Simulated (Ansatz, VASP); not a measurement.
## One calculation of Si12CN16, two programs

```
Si N C
1.0
     7.66339    0.00000    0.00000
    -3.83169    6.63669    0.00000
     0.00000    0.00000    5.85228
Si N C
12 16 1
Direct
  0.22468 0.81600 0.37305
  0.40249 0.22258 0.12472
  0.82167 0.59038 0.12392
  0.18015 0.40292 0.36916
  0.59487 0.76861 0.37537
  0.76491 0.17237 0.12751
  0.22396 0.81882 0.87115
  0.36921 0.20699 0.61768
  0.81330 0.58532 0.62456
  0.17596 0.41261 0.89594
  0.59464 0.77008 0.87650
  0.75136 0.16572 0.62944
  0.33201 0.66182 0.37073
  0.66194 0.32920 0.12278
  0.96088 0.66263 0.37757
  0.28275 0.95886 0.12216
  0.67544 0.70774 0.12443
  0.33052 0.29671 0.36154
  0.02568 0.33467 0.13243
  0.70462 0.03141 0.37708
  0.33213 0.66603 0.88047
  0.65256 0.32554 0.62051
  0.96155 0.65329 0.87057
  0.31433 0.95276 0.62111
  0.66349 0.69917 0.62698
  0.33221 0.30536 0.88233
  0.04320 0.29676 0.63571
  0.69004 0.03024 0.88004
  0.10238 0.13343 0.72641
```

Alike in both runs: functional PBE; k mesh 1 × 1 × 1; occupations fermi-dirac, width 0.01 eV; no spin polarisation.

Ansatz relaxed the structure, and its values are those at the end. VASP's run is a single point on that final structure, the one shown.

|  | VASP | Ansatz |
| --- | --- | --- |
| version | VASP 6.6.1 | Ansatz 0.2.0 |
| potentials or method | VASP PAW PBE potentials, release 64 (Si, N, C), cutoff 520 eV | plane-wave PAW DFT |
| valence electrons in the cell | 132 | 132 |

```csv
,VASP,Ansatz,Ansatz less VASP
rms of the force components (eV/Å),0.007,0.002,-0.0051
```

With one functional, cell and mesh, what is left measures potentials, basis and numerics.
